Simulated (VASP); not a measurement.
## HfN: single point with LDA

Crystal: HfN.

```
Hf N
1.0
     0.00000   -2.23398   -2.23398
     0.00000    2.23398   -2.23398
     4.46795    0.00000    0.00000
Hf N
2 2
Direct
  0.50533 0.49467 0.50000
  0.99467 0.00533 0.00000
  0.51194 0.48806 0.00000
  0.98806 0.01194 0.50000
```

This cell differs from its parent crystal: atoms displaced along several vibrational modes.

```
Program                : VASP 6.6.1
Task                   : single point
Functional             : LDA
Potentials or basis    : VASP PAW LDA potentials, release 64 (Hf_pv, N)
Cutoff                 : 520 eV
k mesh                 : 14 × 14 × 10
Occupations            : gaussian, width 0.15 eV
Spin                   : no spin polarisation
Dipole correction      : no
Further INCAR settings : ALGO = Normal; EDIFF = 1e-06; NBANDS = 23
```

```
Pressure               : -0.3 GPa
Largest force          : 0.915 eV/Å
Band gap on the k mesh : zero (bands 15 and 16 overlap by 6.77 eV)
```

Forces in eV/Å, atoms in the order of the input:
```
Hf   0.000  0.827  0.000
Hf   0.000 -0.827  0.000
N    0.000  0.915  0.000
N    0.000 -0.915  0.000
```

Stress tensor (GPa, compression positive):
```
-1.57  0.00  0.00
 0.00  1.65  0.00
 0.00  0.00 -0.87
```

Levels at points of the mesh, in eV from the Fermi level:
```csv
k point,band 11,band 12,band 13,band 14,band 15,band 16,band 17,band 18,band 19,band 20
"(0.00, 0.00, 0.00)",-3.72,-3.66,-3.03,-3.00,-2.71,-0.41,-0.41,-0.30,1.98,2.06
"(0.50, 0.00, 0.00)",-5.99,-5.99,-5.42,-5.26,1.61,2.08,2.10,2.41,3.32,3.36
"(0.50, 0.50, 0.00)",-4.25,-3.98,-3.63,-3.63,-3.62,-3.35,4.13,4.24,5.74,5.75
"(0.00, 0.00, 0.50)",-4.05,-4.05,-3.87,-3.87,-2.35,-2.35,2.86,2.86,3.32,3.33
"(0.50, 0.00, 0.50)",-6.34,-6.34,-6.32,-6.32,3.42,3.42,3.81,3.81,3.85,3.85
"(0.50, 0.50, 0.50)",-5.43,-5.43,-5.39,-5.39,1.15,1.15,1.16,1.16,5.77,5.77
```

Run time: 5.4 min on 1 thread of Intel Xeon 8259CL, with other jobs on the host, peak memory 0.39 GiB.

Caveat: the cell differs from its parent crystal (atoms displaced along several vibrational modes); spin-orbit coupling is left out, which moves the levels of the heavy elements.
